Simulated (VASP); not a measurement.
# CaF2 (Fm-3m) in VASP: vibrations by perturbation theory with PBE

Aim: the vibrations by perturbation theory of CaF2 with PBE.

Everything below comes from runs of VASP 6.6.1. Logs are shortened: lines on timing, memory, paths and dates and some standing lists are left out, and cuts for length are marked.

### 1 The cell of the first run

Symmetry: Fm-3m, No. 225, cubic system. Conventional cell: a = 5.463 Å, b = 5.463 Å, c = 5.463 Å, α = 90.00°, β = 90.00°, γ = 90.00°. Ca (site symmetry m-3m) has 8 F at 2.37 Å within 3.1 Å. Within 3.1 Å of F (site symmetry -43m) lie 4 Ca at 2.37 Å and 6 F at 2.73 Å.

### 2 Vibrations by perturbation theory, PBE

The input, INCAR:

```
SYSTEM = CaF2
ALGO = Normal ; EDIFF = 1E-8
ENCUT = 600 ; GGA = PE
GGA_COMPAT = .FALSE. ; IBRION = 8
ISIF = 2 ; ISMEAR = 0
LASPH = .TRUE. ; LCHARG = .FALSE.
LREAL = .FALSE. ; LWAVE = .FALSE.
NELM = 120 ; NSW = 1
PREC = Accurate ; SIGMA = 0.05
```

The input, KPOINTS:

```
k-points
0
G
  8 8 8
  0 0 0
```

The input, POSCAR:

```
CaF2
1.0
    0.0000000000      2.7312500000      2.7312500000
    2.7312500000      0.0000000000      2.7312500000
    2.7312500000      2.7312500000      0.0000000000
Ca F
1 2
Direct
    0.0000000000      0.0000000000      0.0000000000
    0.2500000000      0.2500000000      0.2500000000
    0.7500000000      0.7500000000      0.7500000000
```

Potentials or basis: VASP PAW PBE potentials, release 64 (Ca_sv, F).

Started as:

```console
$ cat potpaw_PBE.64/Ca_sv/POTCAR potpaw_PBE.64/F/POTCAR > POTCAR
$ mpirun -np 1 vasp_std > vasp.out
```

OUTCAR:

```text
SYSTEM = CaF2
   EDIFF = 1E-8
   ENCUT = 600
   GGA = PE
   IBRION = 8
   ISIF = 2
   ISMEAR = 0
   LASPH = .TRUE.
   LREAL = .FALSE.
   NELM = 120
   NSW = 1
   PREC = Accurate

 ion  position               nearest neighbor table
   1  0.000  0.000  0.000-   2 2.37   3 2.37   3 2.37   3 2.37   3 2.37   2 2.37   2 2.37   2 2.37

   2  0.250  0.250  0.250-   1 2.37   1 2.37   1 2.37   1 2.37
   3  0.750  0.750  0.750-   1 2.37   1 2.37   1 2.37   1 2.37

  LATTYP: Found a face centered cubic cell.
 ALAT       =     5.4625000000

  Lattice vectors:

 A1 = (   0.0000000000,   2.7312500000,   2.7312500000)
 A2 = (   2.7312500000,   0.0000000000,   2.7312500000)
 A3 = (   2.7312500000,   2.7312500000,   0.0000000000)

Analysis of symmetry for initial positions (statically):
=====================================================================
 Subroutine PRICEL returns:
 Original cell was already a primitive cell.

 Routine SETGRP: Setting up the symmetry group for a
 face centered cubic supercell.

 Subroutine GETGRP returns: Found 48 space group operations
 (whereof 48 operations were pure point group operations)
 out of a pool of 48 trial point group operations.

The static configuration has the point symmetry O_h .

Analysis of symmetry for dynamics (positions and initial velocities):
=====================================================================
 Subroutine PRICEL returns:
 Original cell was already a primitive cell.

 Routine SETGRP: Setting up the symmetry group for a
 face centered cubic supercell.

 Subroutine GETGRP returns: Found 48 space group operations
 (whereof 48 operations were pure point group operations)
 out of a pool of 48 trial point group operations.

The dynamic configuration has the point symmetry O_h .

 Subroutine INISYM returns: Found 48 space group operations
[... 632 lines left out ...]

 POSITION                                       TOTAL-FORCE (eV/Angst)
 -----------------------------------------------------------------------------------
      0.00000      0.00000      0.00000        -0.000000      0.000000     -0.000000
      1.36563      1.36563      1.36563         0.000000      0.000000      0.000000
      4.09688      4.09688      4.09688        -0.000000     -0.000000     -0.000000
 -----------------------------------------------------------------------------------
    total drift:                                0.000000     -0.000000      0.000000

  FREE ENERGIE OF THE ION-ELECTRON SYSTEM (eV)
  ---------------------------------------------------
  free  energy   TOTEN  =       -17.3335359159 eV

  energy  without entropy=      -17.3335359159  energy(sigma->0) =      -17.33353592

[... ionic steps 2 to 3 ...]

--------------------------------------- Ionic step        4  -------------------------------------------

------------------------ aborting loop because EDIFF is reached ----------------------------------------

[... ionic steps 5 to 6 ...]

--------------------------------------- Ionic step        7  -------------------------------------------

 Free energy of the ion-electron system (eV)
  ---------------------------------------------------
  ---------------------------------------------------
  free energy    TOTEN  =        -0.53712682 eV

  energy without entropy =       -0.53712682

------------------------ aborting loop because EDIFF is reached ----------------------------------------

 INTERNAL STRAIN TENSOR  FOR ION    2  DIRECTION 1   (eV/Angst):
 -----------------------------------------------------------------------------
    -0.00553  0.00000  0.00000
     0.00000  0.00158 -2.74334
     0.00000 -2.74334  0.00158

 INTERNAL STRAIN TENSOR FOR ION    3 for displacements in x,y,z  (eV/Angst):
          X           Y           Z          XY          YZ          ZX
  --------------------------------------------------------------------------------
  x     0.00000     0.00000     0.00000     0.00000     2.74334     0.00000
  y     0.00000     0.00000     0.00000     0.00000     0.00000     2.74334
  z     0.00000     0.00000     0.00000     2.74334     0.00000     0.00000

 SECOND DERIVATIVES (NOT SYMMETRIZED)
 ------------------------------------
               1X          1Y          1Z          2X          2Y          2Z          3X          3Y          3Z
  1X    -4.594856    0.000000    0.000000    2.297428    0.000000    0.000000    2.297428    0.000000    0.000000
  1Y     0.000000   -4.594856    0.000000    0.000000    2.297428    0.000000    0.000000    2.297428    0.000000
  1Z     0.000000    0.000000   -4.594856    0.000000    0.000000    2.297428    0.000000    0.000000    2.297428
  2X     2.273892    0.000000    0.000000   -4.701889    0.000000    0.000000    2.427997    0.000000    0.000000
  2Y     0.000000    2.273892    0.000000    0.000000   -4.701889    0.000000    0.000000    2.427997    0.000000
  2Z     0.000000    0.000000    2.273892    0.000000    0.000000   -4.701889    0.000000    0.000000    2.427997
  3X     2.273892    0.000000    0.000000    2.427997    0.000000    0.000000   -4.701889    0.000000    0.000000
  3Y     0.000000    2.273892    0.000000    0.000000    2.427997    0.000000    0.000000   -4.701889    0.000000
  3Z     0.000000    0.000000    2.273892    0.000000    0.000000    2.427997    0.000000    0.000000   -4.701889

 Eigenvectors and eigenvalues of the dynamical matrix
 ----------------------------------------------------

   1 f  =    9.577189 THz    60.175255 2PiTHz  319.460645 cm-1    39.608054 meV
             X         Y         Z           dx          dy          dz
      0.000000  0.000000  0.000000    -0.000000   -0.000000    0.000000
      1.365625  1.365625  1.365625    -0.513359    0.470157   -0.124156
      4.096875  4.096875  4.096875     0.513359   -0.470157    0.124156
[... 43 lines left out ...]
   9 f/i=    0.019477 THz     0.122379 2PiTHz    0.649688 cm-1     0.080551 meV
             X         Y         Z           dx          dy          dz
      0.000000  0.000000  0.000000    -0.037883   -0.068950   -0.710332
      1.365625  1.365625  1.365625    -0.026217   -0.047717   -0.491585
      4.096875  4.096875  4.096875    -0.026217   -0.047717   -0.491585

--------------------------------------------------------------------------------------------------------

 ELASTIC MODULI CONTR FROM IONIC RELAXATION (kBar)
 Direction    XX          YY          ZZ          XY          YZ          ZX
 --------------------------------------------------------------------------------
 XX          -0.0000      0.0000      0.0000      0.0000     -0.0000      0.0000
 YY           0.0000     -0.0000     -0.0000     -0.0000      0.0000     -0.0000
 ZZ           0.0000     -0.0000     -0.0000     -0.0000      0.0000     -0.0000
 XY           0.0000     -0.0000     -0.0000    -83.0047      0.0000     -0.0000
 YZ          -0.0000      0.0000      0.0000      0.0000    -83.0047      0.0000
 ZX           0.0000     -0.0000     -0.0000     -0.0000      0.0000    -83.0047
 --------------------------------------------------------------------------------
```

stdout:

```text
POSCAR found type information on POSCAR CaF
 POSCAR found :  2 types and       3 ions
 scaLAPACK will be used
 LDA part: xc-table for (Slater+PW92), standard interpolation
 POSCAR, INCAR and KPOINTS ok, starting setup
 FFT: planning ... GRIDC
 FFT: planning ... GRID_SOFT
 FFT: planning ... GRID
 WAVECAR not read
 entering main loop
 Linear response reoptimize wavefunctions to high precision
 Linear response DOF=           2
 Linear response progress:
 first order change of Fermi-energy  -0.33271E-04
 force on displaced ion       1 direction 1 :  -4.595   0.000   0.000
 Linear response progress:
 first order change of Fermi-energy  -0.64457E+00
 force on displaced ion       2 direction 1 :  -4.702   0.000   0.000
 Linear response finished
```

It took 7.2 min on 1 thread of Intel Xeon 8259CL, shared host; peak memory 0.32 GiB.

What came out:

```yaml
Highest_phonon_frequency_at_Γ_LO-TO_splitting_left_out: 319 cm⁻¹
```

Phonon frequencies in cm⁻¹ (negative: imaginary):
| q point | frequencies |
| --- | --- |
| (0.000, 0.000, 0.000) | -1 -1 -1 252 252 252 319 319 319 |

Caveat: the cell stands under pressure or tension, which shifts response properties.
